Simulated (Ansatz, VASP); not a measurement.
**Sn: VASP beside Ansatz**

Contents of INCAR:

```
ALGO = Fast
EDIFF = 1E-7
ENCUT = 520
GGA = PE
ISIF = 2
ISMEAR = 0
LASPH = True
LCHARG = True
LELF = True
LREAL = False
LVHAR = True
LWAVE = False
NBANDS = 21
NELM = 80
PREC = Accurate
SIGMA = 0.15
```

Contents of KPOINTS:

```
k-points
0
Gamma
  16 16 16
```

Contents of POSCAR:

```
Sn
1.0
    0.0000000000      3.3780699979      3.3281477812
    3.3281477812      0.0000000000      3.3281477812
    3.3281477812      3.3780699979      0.0000000000
Sn
2
Direct
    0.5000000000      0.5000000000      0.5000000000
    0.7500000000      0.7500000000      0.7500000000
```

Input for Ansatz:

```yaml
crystal:
  lattice:
    - [0.0, 3.3780699979, 3.3281477812]
    - [3.3281477812, 0.0, 3.3281477812]
    - [3.3281477812, 3.3780699979, 0.0]
  atoms:
    - { symbol: Sn, position: [0.5, 0.5, 0.5] }
    - { symbol: Sn, position: [0.75, 0.75, 0.75] }
basis:
  ecutwfc: 420
kpoints:
  mp_grid: { grid: [16, 16, 16] }
hamiltonian:
  xc: pbe
scf:
  occupations: { method: gaussian, width: 0.15 }
output:
  forces: true
  stress: true
  eigenvalues: true
```

Change from the starting cell: strain +0.0150 x Voigt [0, 1, 0, 0, 0, 0], atoms carried along.

Alike in both runs: task single point; functional PBE; k mesh 16 × 16 × 16; occupations gaussian, width 0.15 eV; no spin polarisation.

|  | VASP | Ansatz |
| --- | --- | --- |
| version | VASP 6.6.1 | Ansatz 0.2.0 |
| potentials or method | VASP PAW PBE potentials, release 64 (Sn_d), cutoff 520 eV | scalar-relativistic, plane waves, PAW |
| valence electrons in the cell | 28 | 28 |

```csv
,VASP,Ansatz,Ansatz less VASP
gap on the k mesh at the Fermi level (eV),none,none,-
pressure (GPa),-0.6,-0.5,+0.05
"traceless stress, the component that is largest in VASP (GPa)",-0.29,-0.29,0.000
```

A gap of «none» marks a metal or a gap that the smearing closes. With one functional, cell and mesh, what is left measures potentials, basis and numerics.
